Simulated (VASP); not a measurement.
Input of a VASP 6.6.1 run:

The input INCAR:

```
ALGO = Normal ; EDIFF = 1E-6
ENCUT = 500 ; GGA = PS
GGA_COMPAT = False ; ISIF = 2
ISMEAR = 0 ; LASPH = True
LCHARG = False ; LREAL = False
LWAVE = False ; NBANDS = 46
NELM = 120 ; PREC = Accurate
SIGMA = 0.02
```

Contents of KPOINTS:

```
k-points
0
Gamma
  8 8 4
```

File POSCAR:

```
Zn4Se3S
1.0
   -2.8060996072      2.8060996072      0.0000000000
   -2.8068721762     -5.6129717835      2.7810323455
    2.8071867933      2.8071867933      5.5637654487
Zn S Se
4 1 3
Direct
    0.0075009473      0.0150018945      0.0019130297
    0.7461521857      0.4923043714      0.2386552959
    0.4981731550     -0.0036536900      0.4998118201
    0.2482537545      0.4965075091      0.7598804411
    0.1883059133      0.3766118267      0.0634694093
    0.9358147950      0.8716295901      0.3080055706
    0.6873830094      0.3747660187      0.5618862499
    0.4384162398      0.8768324796      0.8163781834
```

Potentials or basis: VASP PAW PBE potentials, release 64 (Zn, S, Se).

Launch:

```sh
$ cat potpaw_PBE.64/Zn/POTCAR potpaw_PBE.64/S/POTCAR potpaw_PBE.64/Se/POTCAR > POTCAR
$ mpirun -np 1 vasp_std > vasp.out
```

Q: Predict the pressure.

A: -0.9 GPa.

Q: Predict the largest force.

A: 0.004 eV/Å.

Q: Predict the band gap on the k mesh.

A: 1.30 eV.

Forces in eV/Å, atoms in the order of the input:
```
Zn  -0.002 -0.002  0.002
Zn   0.000  0.000  0.000
Zn   0.000  0.000 -0.001
Zn   0.002  0.002  0.001
S   -0.001 -0.001  0.002
Se   0.001  0.001 -0.003
Se  -0.002 -0.002 -0.001
Se   0.002  0.002  0.000
```

Caveat: the cell differs from its parent crystal (strained cell); the PAW data sets were made with another functional, which shifts forces and pressure a little. A k mesh can miss the band edges.
